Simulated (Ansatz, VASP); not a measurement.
**One calculation of Li, two programs**

```
Li
1.0
     0.00000    2.20200    2.20200
     2.20200    0.00000    2.20200
     2.20200    2.20200    0.00000
Li
1
Direct
  0.00000 0.00000 0.00000
```

Alike in both runs: task relaxation of cell and atoms; functional PBE; k mesh 10 × 10 × 10; occupations fermi-dirac, width 0.05 eV; no spin polarisation.

```csv
,VASP,Ansatz
version,VASP 6.6.1,Ansatz 0.2.0
potentials or method,"VASP PAW PBE potentials, release 64 (Li_sv)",Ansatz PAW
plane-wave cutoff (eV),600,420
valence electrons in the cell,3,3
```

|  | VASP | Ansatz | Ansatz less VASP |
| --- | --- | --- | --- |
| gap on the k mesh at the Fermi level, each at its own relaxed structure (eV) | none | none | - |
| relaxed volume (Å³/atom) | 20.07 | 20.18 | +0.111 |
| relaxed length of the cell vector where the two differ most in proportion (Å) | 3.051 | 3.056 | +0.0056 |

A gap of «none» marks a metal or a gap that the smearing closes.

Noted on VASP's run: the cutoff is under 1.25 times that of the potentials, so the pressure is a little rough. Noted on Ansatz's run: the plane-wave basis is chosen anew once the cell has moved, so the energies of steps on either side of that aren't comparable.
